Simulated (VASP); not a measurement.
# AlN (R3m) in VASP: further runs

AlN is run at these levels: PBE; tasks: single point.

All numbers are computed with VASP 6.6.1; they aren't measurements. Logs are shortened: lines on timing, memory, paths and dates and some standing lists are left out, and cuts for length are marked.

**1. The cell of the first run**

The structure is trigonal, space group R3m (No. 160). Conventional cell: a = 2.907 Å, b = 2.907 Å, c = 8.543 Å, α = 90.00°, β = 90.00°, γ = 120.00°. Al (site symmetry 3m) has 4 N at 1.82 to 2.14 Å within 2.4 Å. Within 2.4 Å of N (site symmetry 3m) lie 4 Al at 1.82 to 2.14 Å.

**2. Single point, PBE**

Contents of INCAR:

```
SYSTEM = AlN
  PREC = Accurate
  ENCUT = 520
  EDIFF = 1E-6
  ISMEAR = 0
  SIGMA = 0.05
  LREAL = .FALSE.
  LASPH = .TRUE.
  NELM = 80
  ALGO = Normal
  ISIF = 2
  LWAVE = .FALSE.
  LCHARG = .TRUE.
  GGA = PE
  LELF = .TRUE.
  LVHAR = .TRUE.
  NBANDS = 11
```

Contents of KPOINTS:

```
Automatic mesh
0
G
  10 10 10
  0 0 0
```

Contents of POSCAR:

```
AlN
1.0
    0.2740288835      2.3292455100      2.3292455100
    2.3292455100      0.2740288835      2.3292455100
    2.3292455100      2.3292455100      0.2740288835
Al N
1 1
Direct
    0.0000000000      0.0000000000      0.0000000000
    0.7500000000      0.7500000000      0.7500000000
```

Potentials or basis: VASP PAW PBE potentials, release 64 (Al, N).

Started as:

```bash
cat potpaw_PBE.64/Al/POTCAR potpaw_PBE.64/N/POTCAR > POTCAR
mpirun -np 1 vasp_std > vasp.out
```

OUTCAR:

```text
SYSTEM = AlN
   PREC = Accurate
   ENCUT = 520
   EDIFF = 1E-6
   ISMEAR = 0
   LREAL = .FALSE.
   LASPH = .TRUE.
   NELM = 80
   ISIF = 2
   GGA = PE

 ion  position               nearest neighbor table
   1  0.000  0.000  0.000-   2 1.82   2 1.82   2 1.82   2 2.14
   2  0.750  0.750  0.750-   1 1.82   1 1.82   1 1.82   1 2.14

  LATTYP: Found a trigonal (rhomboedric) cell.
 ALAT       =     3.3054290373
 COS(alpha) =     0.6134020618

  Lattice vectors:

 A1 = (   0.2740288835,   2.3292455100,   2.3292455100)
 A2 = (   2.3292455100,   0.2740288835,   2.3292455100)
 A3 = (   2.3292455100,   2.3292455100,   0.2740288835)

Analysis of symmetry for initial positions (statically):
=====================================================================
 Subroutine PRICEL returns:
 Original cell was already a primitive cell.

 Routine SETGRP: Setting up the symmetry group for a
 trigonal (rhombohedral) supercell.

 Subroutine GETGRP returns: Found  6 space group operations
 (whereof  6 operations were pure point group operations)
 out of a pool of 12 trial point group operations.

The static configuration has the point symmetry C_3v.

Analysis of symmetry for dynamics (positions and initial velocities):
=====================================================================
 Subroutine PRICEL returns:
 Original cell was already a primitive cell.

 Routine SETGRP: Setting up the symmetry group for a
 trigonal (rhombohedral) supercell.

 Subroutine GETGRP returns: Found  6 space group operations
 (whereof  6 operations were pure point group operations)
 out of a pool of 12 trial point group operations.

The dynamic configuration has the point symmetry C_3v.

 Subroutine INISYM returns: Found  6 space group operations
 (whereof  6 operations are pure point group operations),
 and found     1 'primitive' translations

----------------------------------------------------------------------------------------

                                     Primitive cell

  volume of cell :      20.8345

  direct lattice vectors                    reciprocal lattice vectors
     0.274028883  2.329245510  2.329245510    -0.256799099  0.229767615  0.229767615
     2.329245510  0.274028883  2.329245510     0.229767615 -0.256799099  0.229767615
     2.329245510  2.329245510  0.274028883     0.229767615  0.229767615 -0.256799099

  length of vectors
     3.305429037  3.305429037  3.305429037     0.414164328  0.414164328  0.414164328

  position of ions in fractional coordinates (direct lattice)
     0.000000000  0.000000000  0.000000000
     0.750000000  0.750000000  0.750000000

  ion indices of the primitive-cell ions
   primitive index   ion index
                 1           1
                 2           2
[... 85 lines left out ...]
   EMIN   =  10.00;   EMAX   =-10.00  energy-range for DOS
   EFERMI =   0.00;   METHOD = LEGACY
   ISMEAR =     0;   SIGMA  =   0.05  broadening in eV -4-tet -1-fermi 0-gaus
   EFERMI_NEDOS =   21; number of points for ismear=-14 and -15
   IALGO  =     38    algorithm
   IMIX   =      4    mixing-type and parameters
     AMIX     =   0.40;   BMIX     =  1.00
     AMIX_MAG =   1.60;   BMIX_MAG =  1.00
  volume/ion in A,a.u.               =      10.42        70.30
  Fermi-wavevector in a.u.,A,eV,Ry     =   1.189899  2.248583 19.263943  1.415860
  Thomas-Fermi vector in A             =   2.325996
   LORBIT       =      0    0 simple, 1 ext, 2 COOP (PROOUT), +10 PAW based schemes
   GGA     = PE    functional components
   LHFCALC =     F    Hartree Fock is set to
   AEXX    =    0.0000 exact exchange contribution
   IVDW    =     0    specifies the selected vdW correction
   LEPSILON=     F    determine dielectric tensor
   LRPA    =     F    only Hartree local field effects (RPA)
 non-spin polarized calculation
 Gauss-broadening in eV      SIGMA  =   0.05
  energy-cutoff  :      520.00
  volume of cell :       20.83
 maximum number of plane-waves:       593
 NGX is ok and might be reduce to    28

 number of electron       8.0000000 magnetization

 Free energy of the ion-electron system (eV)
  ---------------------------------------------------
  ext. energy  EPLUGINS =         0.00000000
  ---------------------------------------------------
  free energy    TOTEN  =       -14.23276313 eV

  energy without entropy =      -14.23276313  energy(sigma->0) =      -14.23276313

 E-fermi :   6.7518     XC(G=0): -10.9226

 val. band max:        6.4256796794   @ k =   0.0000   0.0000   0.0000
 cond. band min:       9.0117315704   @ k =   0.0000   0.0000   0.0000
 fundamental gap:      2.5860518909
 Fermi energy:         6.7518490053

 k-point     1 :       0.0000    0.0000    0.0000
  band No.  band energies     occupation
      1      -9.0679      2.00000
      2       5.1552      2.00000
      3       6.4257      2.00000
      4       6.4257      2.00000
      5       9.0117      0.00000
      6      17.0732      0.00000
      7      20.3225      0.00000
      8      20.3225      0.00000
      9      23.6916      0.00000
     10      23.8667      0.00000
     11      23.8667      0.00000
[... 309 lines left out ...]
 k-point    24 :       0.4000    0.3000   -0.0000
  band No.  band energies     occupation
      1      -7.0076      2.00000
      2       1.9275      2.00000
      3       4.0137      2.00000
      4       4.8418      2.00000
      5      10.5123      0.00000
      6      15.9366      0.00000
      7      17.3842      0.00000
      8      20.8101      0.00000
      9      21.4489      0.00000
     10      27.4939      0.00000
     11      27.8297      0.00000

 [... further k-points ...]

------------------------ aborting loop because EDIFF is reached ----------------------------------------

  FORCE on cell =-STRESS in cart. coord.  units (eV):
  Direction    XX          YY          ZZ          XY          YZ          ZX
  --------------------------------------------------------------------------------------
  -------------------------------------------------------------------------------------
  Total        1.6730625      1.6730625      1.6730625     -3.1984707     -3.1984707     -3.1984707
  in kB      128.6585593    128.6585593    128.6585593   -245.9625061   -245.9625061   -245.9625061
  external PRESSURE =     128.6585593 kB  Pullay stress =       0.0000000 kB

 VOLUME and BASIS-vectors are now :
 -----------------------------------------------------------------------------
  energy-cutoff  :      520.00
  volume of cell :       20.83
      direct lattice vectors                 reciprocal lattice vectors
     0.274028883  2.329245510  2.329245510    -0.256799099  0.229767615  0.229767615
     2.329245510  0.274028883  2.329245510     0.229767615 -0.256799099  0.229767615
     2.329245510  2.329245510  0.274028883     0.229767615  0.229767615 -0.256799099

 POSITION                                       TOTAL-FORCE (eV/Angst)
 -----------------------------------------------------------------------------------
      0.00000      0.00000      0.00000        -0.411647     -0.411647     -0.411647
      3.69939      3.69939      3.69939         0.411647      0.411647      0.411647
 -----------------------------------------------------------------------------------
    total drift:                                0.000018      0.000018      0.000017

  FREE ENERGIE OF THE ION-ELECTRON SYSTEM (eV)
  ---------------------------------------------------
  free  energy   TOTEN  =       -14.2327631262 eV

  energy  without entropy=      -14.2327631262  energy(sigma->0) =      -14.23276313
```

OSZICAR:

```text
N       E                     dE             d eps       ncg     rms          rms(c)
DAV:   1     0.114615079103E+02    0.11462E+02   -0.38958E+03  2624   0.608E+02
DAV:   2    -0.160086164675E+02   -0.27470E+02   -0.26388E+02  2997   0.138E+02
DAV:   3    -0.168758180540E+02   -0.86720E+00   -0.86590E+00  3185   0.235E+01
DAV:   4    -0.168804173430E+02   -0.45993E-02   -0.45990E-02  2834   0.186E+00
DAV:   5    -0.168804740802E+02   -0.56737E-04   -0.56737E-04  3094   0.200E-01    0.894E+00
DAV:   6    -0.142730300015E+02    0.26074E+01   -0.12667E+01  2977   0.178E+01    0.295E+00
DAV:   7    -0.142479515442E+02    0.25078E-01   -0.22904E-01  2846   0.365E+00    0.214E+00
DAV:   8    -0.142340787488E+02    0.13873E-01   -0.52341E-02  2976   0.187E+00    0.425E-01
DAV:   9    -0.142326385133E+02    0.14402E-02   -0.77802E-03  2960   0.565E-01    0.176E-01
DAV:  10    -0.142327391075E+02   -0.10059E-03   -0.51345E-04  2915   0.167E-01    0.414E-02
DAV:  11    -0.142327620951E+02   -0.22988E-04   -0.40349E-05  2990   0.495E-02    0.222E-02
DAV:  12    -0.142327633569E+02   -0.12618E-05   -0.71542E-06  2941   0.176E-02    0.784E-03
DAV:  13    -0.142327631262E+02    0.23068E-06   -0.74486E-07  1480   0.604E-03
   1 F= -.14232763E+02 E0= -.14232763E+02  d E =-.188233E-22
```

stdout:

```text
POSCAR found type information on POSCAR AlN
 POSCAR found :  2 types and       2 ions
 scaLAPACK will be used
 LDA part: xc-table for (Slater+PW92), standard interpolation
 POSCAR, INCAR and KPOINTS ok, starting setup
 FFT: planning ... GRIDC
 FFT: planning ... GRID_SOFT
 FFT: planning ... GRID
 WAVECAR not read
 entering main loop
```

Run time: 14 s. Hardware: 1 thread of Intel Xeon 6975P-C (Granite Rapids), shared host; peak memory 0.16 GiB.

What came out:

| Quantity | Value |
| --- | --- |
| Free energy | -14.2328 eV |
| Pressure | 12.9 GPa |
| Largest force | 0.713 eV/Å |
| Band gap on the k mesh | 2.59 eV, direct |

Forces in eV/Å, atoms in the order of the input:
```
Al  -0.412 -0.412 -0.412
N    0.412  0.412  0.412
```

Levels at points of the mesh, in eV from the valence-band top:
```csv
k point,band 1,band 2,band 3,band 4,band 5,band 6,band 7,band 8
"(0.00, 0.00, 0.00)",-15.49,-1.27,0.00,0.00,2.59,10.65,13.90,13.90
"(0.50, 0.00, 0.00)",-13.16,-6.12,-1.28,-0.82,5.94,8.15,10.40,11.51
"(0.50, 0.50, 0.00)",-12.76,-5.35,-2.73,-1.47,2.60,8.70,12.05,15.35
"(0.50, 0.50, 0.50)",-14.14,-6.78,-0.20,-0.20,8.43,9.14,12.72,12.72
```

 A k mesh can miss the band edges.

**3. Single point, PBE**

This run uses another cell than the first one, of the same volume but with other edges.

Contents of INCAR:

```
PREC = Accurate
ENCUT = 520
EDIFF = 1E-6
ISMEAR = 0
SIGMA = 0.05
LREAL = False
LASPH = True
NELM = 60
ALGO = Normal
ISIF = 2
LWAVE = False
LCHARG = False
GGA = PE
NBANDS = 11
```

Contents of KPOINTS:

```
Automatic mesh
0
Gamma
  10 10 10
```

Contents of POSCAR:

```
AlN
1.0
    0.8539684525      2.6839008507      2.6839008507
    2.6839008507      0.8539684525      2.6839008507
    2.6839008507      2.6839008507      0.8539684525
Al N
1 1
Direct
    0.0000000000      0.0000000000      0.0000000000
    0.7500000000      0.7500000000      0.7500000000
```

Potentials or basis: VASP PAW PBE potentials, release 64 (Al, N).

Started as:

```bash
cat potpaw_PBE.64/Al/POTCAR potpaw_PBE.64/N/POTCAR > POTCAR
mpirun -np 1 vasp_std > vasp.out
```

Wall time 18 s (1 thread of Intel Xeon 6975P-C (Granite Rapids), shared host); peak memory 0.17 GiB.

It converged, with:

| Property | Result |
| --- | --- |
| Free energy | -10.7047 eV |
| Pressure | 58.0 GPa |
| Largest force | 0.447 eV/Å |
| Band gap on the k mesh | zero (band 4 reaches 7.77 eV, above the bottom of band 5 at 6.82 eV) |

Forces in eV/Å, atoms in the order of the input:
```
Al  -0.258 -0.258 -0.258
N    0.258  0.258  0.258
```

Stress tensor (GPa, compression positive):
```
 57.96 -44.12 -44.12
-44.12  57.96 -44.12
-44.12 -44.12  57.96
```

Levels at points of the mesh, in eV from the Fermi level:
| k point | band 1 | band 2 | band 3 | band 4 | band 5 | band 6 | band 7 | band 8 | band 9 |
| --- | --- | --- | --- | --- | --- | --- | --- | --- | --- |
| (0.00, 0.00, 0.00) | -17.09 | -4.62 | -2.71 | 0.50 | 0.50 | 12.28 | 14.78 | 16.64 | 16.64 |
| (0.50, 0.00, 0.00) | -13.93 | -6.99 | -2.58 | -0.89 | 2.73 | 3.83 | 9.44 | 12.99 | 14.31 |
| (0.50, 0.50, 0.00) | -13.83 | -6.64 | -3.54 | -0.99 | 0.77 | 6.65 | 9.99 | 14.47 | 14.90 |
| (0.50, 0.50, 0.50) | -16.67 | -8.33 | 0.48 | 0.48 | 3.36 | 10.46 | 14.08 | 15.90 | 15.90 |

**4. Single point, PBE**

This run uses another cell than the first one, of the same volume but with other edges.

Contents of INCAR:

```
  PREC = Accurate
  ENCUT = 520
  EDIFF = 1E-7
  ISMEAR = 0
  SIGMA = 0.05
  LREAL = False
  LASPH = True
  NELM = 100
  ALGO = Normal
  ISIF = 2
  LWAVE = False
  LCHARG = False
  GGA = PE
  NBANDS = 11
```

Contents of KPOINTS:

```
regular mesh
0
Gamma
  10 10 10
```

Contents of POSCAR:

```
AlN
1.0
   -0.1044152225      2.1330538303      2.1330538303
    2.1330538303     -0.1044152225      2.1330538303
    2.1330538303      2.1330538303     -0.1044152225
Al N
1 1
Direct
    0.0000000000      0.0000000000      0.0000000000
    0.7500000000      0.7500000000      0.7500000000
```

Potentials or basis: VASP PAW PBE potentials, release 64 (Al, N).

Started as:

```bash
cat potpaw_PBE.64/Al/POTCAR potpaw_PBE.64/N/POTCAR > POTCAR
mpirun -np 1 vasp_std > vasp.out
```

OUTCAR:

```text
PREC = Accurate
   ENCUT = 520
   EDIFF = 1E-7
   ISMEAR = 0
   LREAL = False
   LASPH = True
   NELM = 100
   ISIF = 2
   GGA = PE

 ion  position               nearest neighbor table
   1  0.000  0.000  0.000-   2 1.80   2 1.92   2 1.92   2 1.92
   2  0.750  0.750  0.750-   1 1.80   1 1.92   1 1.92   1 1.92

  LATTYP: Found a trigonal (rhomboedric) cell.
 ALAT       =     3.0184002095
 COS(alpha) =     0.4505091948

  Lattice vectors:

[... 520 lines left out ...]

 [... further k-points ...]

------------------------ aborting loop because EDIFF is reached ----------------------------------------

  FORCE on cell =-STRESS in cart. coord.  units (eV):
  Direction    XX          YY          ZZ          XY          YZ          ZX
  --------------------------------------------------------------------------------------
  -------------------------------------------------------------------------------------
  Total        0.7964686      0.7964686      0.7964686      1.5270169      1.5270169      1.5270169
  in kB       61.2484645     61.2484645     61.2484645    117.4276517    117.4276517    117.4276517
  external PRESSURE =      61.2484645 kB  Pullay stress =       0.0000000 kB

 VOLUME and BASIS-vectors are now :
 -----------------------------------------------------------------------------
  energy-cutoff  :      520.00
  volume of cell :       20.83
      direct lattice vectors                 reciprocal lattice vectors
    -0.104415223  2.133053830  2.133053830    -0.217860085  0.229073471  0.229073471
     2.133053830 -0.104415223  2.133053830     0.229073471 -0.217860085  0.229073471
     2.133053830  2.133053830 -0.104415223     0.229073471  0.229073471 -0.217860085

 POSITION                                       TOTAL-FORCE (eV/Angst)
 -----------------------------------------------------------------------------------
      0.00000      0.00000      0.00000         0.611410      0.611410      0.611410
      3.12127      3.12127      3.12127        -0.611410     -0.611410     -0.611410
 -----------------------------------------------------------------------------------
    total drift:                               -0.000258     -0.000258     -0.000258

  FREE ENERGIE OF THE ION-ELECTRON SYSTEM (eV)
  ---------------------------------------------------
  free  energy   TOTEN  =       -14.7317280771 eV

  energy  without entropy=      -14.7317280771  energy(sigma->0) =      -14.73172808
```

stdout:

```text
POSCAR found type information on POSCAR AlN
 POSCAR found :  2 types and       2 ions
 scaLAPACK will be used
 LDA part: xc-table for (Slater+PW92), standard interpolation
 POSCAR, INCAR and KPOINTS ok, starting setup
 FFT: planning ... GRIDC
 FFT: planning ... GRID_SOFT
 FFT: planning ... GRID
 WAVECAR not read
 entering main loop
```

Run time: 6.7 s. Hardware: 1 thread of Intel Xeon 6975P-C (Granite Rapids), shared host; peak memory 0.14 GiB.

Results:

- Free energy: -14.7317 eV
- Pressure: 6.1 GPa
- Largest force: 1.059 eV/Å
- Band gap on the k mesh: 3.04 eV, indirect (least direct gap 3.85 eV)

Forces in eV/Å, atoms in the order of the input:
```
Al   0.611  0.611  0.611
N   -0.611 -0.611 -0.611
```

Levels at points of the mesh, in eV from the valence-band top:
```csv
k point,band 1,band 2,band 3,band 4,band 5,band 6,band 7,band 8,band 9
"(0.00, 0.00, 0.00)",-15.21,-0.34,-0.34,0.00,3.85,11.72,11.72,13.82,17.49
"(0.50, 0.00, 0.00)",-13.26,-6.16,-0.66,-0.53,7.31,9.50,10.71,11.89,17.79
"(0.50, 0.50, 0.00)",-12.53,-5.12,-2.29,-1.67,3.04,8.49,13.52,15.25,15.86
"(0.50, 0.50, 0.50)",-12.88,-5.83,-0.98,-0.98,6.55,9.57,10.16,10.16,17.73
```

Caveat: forces of over 1 eV/Å act on the atoms, so gaps and moduli don't describe the material at rest.

**5. Single point, PBE**

This run uses another cell than the first one, of the same volume but with other edges.

Contents of INCAR:

```
SYSTEM = AlN
ALGO = Normal
EDIFF = 1E-7
ENCUT = 520
GGA = PE
ISIF = 2
ISMEAR = 0
LASPH = .TRUE.
LCHARG = .FALSE.
LREAL = .FALSE.
LWAVE = .FALSE.
NBANDS = 11
NELM = 100
PREC = Accurate
SIGMA = 0.05
```

Contents of KPOINTS:

```
k-points
0
G
  10 10 10
  0 0 0
```

Contents of POSCAR:

```
AlN
1.0
    0.1135295273      2.2422081634      2.2422081634
    2.2422081634      0.1135295273      2.2422081634
    2.2422081634      2.2422081634      0.1135295273
Al N
1 1
Direct
    0.0000000000      0.0000000000      0.0000000000
    0.7500000000      0.7500000000      0.7500000000
```

Started as:

```bash
cat potpaw_PBE.64/Al/POTCAR potpaw_PBE.64/N/POTCAR > POTCAR
mpirun -np 1 vasp_std > vasp.out
```

Wall time 6.7 s (1 thread of Intel Xeon 6975P-C (Granite Rapids), shared host); peak memory 0.15 GiB.

The run converged. Its results:

```yaml
Free_energy: -14.7269 eV
Pressure: 6.2 GPa
Largest_force: 0.570 eV/Å
Band_gap_on_the_k_mesh: 3.11 eV, indirect (least direct gap 3.84 eV)
```

Forces in eV/Å, atoms in the order of the input:
```
Al  -0.329 -0.329 -0.329
N    0.329  0.329  0.329
```

Stress tensor (GPa, compression positive):
```
  6.16 -11.15 -11.15
-11.15   6.16 -11.15
-11.15 -11.15   6.16
```

Levels at points of the mesh, in eV from the valence-band top:
```
           k point  band 1  band 2  band 3  band 4  band 5  band 6  band 7  band 8
(0.00, 0.00, 0.00)  -15.15   -0.47    0.00    0.00    3.84   11.34   13.12   13.12
(0.50, 0.00, 0.00)  -12.99   -5.93   -0.80   -0.63    6.91    9.40   10.56   11.29
(0.50, 0.50, 0.00)  -12.46   -5.06   -2.20   -1.62    3.11    8.56   13.47   15.67
(0.50, 0.50, 0.50)  -13.40   -6.23   -0.34   -0.34    7.94    9.61   11.83   11.83
```

 A k mesh can miss the band edges.

**6. Summary**

```csv
cell,gap on the mesh (eV),pressure (GPa),largest force (eV/Å)
"a = 3.305 Å, angles 52.2°, 2 atoms",2.59,12.9,0.71
"a = 3.890 Å, angles 38.9°, 2 atoms",none,58.0,0.45
"a = 3.018 Å, angles 63.2°, 2 atoms",3.04,6.1,1.06
"a = 3.173 Å, angles 56.6°, 2 atoms",3.11,6.2,0.57
```

Alike in all rows: task single point; level PBE; potentials or basis VASP PAW PBE potentials, release 64 (Al, N); no spin polarisation; k mesh 10 × 10 × 10; cutoff (eV) 520; smearing gaussian 0.05 eV.

Caveats: forces of over 1 eV/Å act on the atoms, so gaps and moduli don't describe the material at rest (some runs).

Total energies depend on the potentials used, so only differences within one code and one set of settings carry meaning.
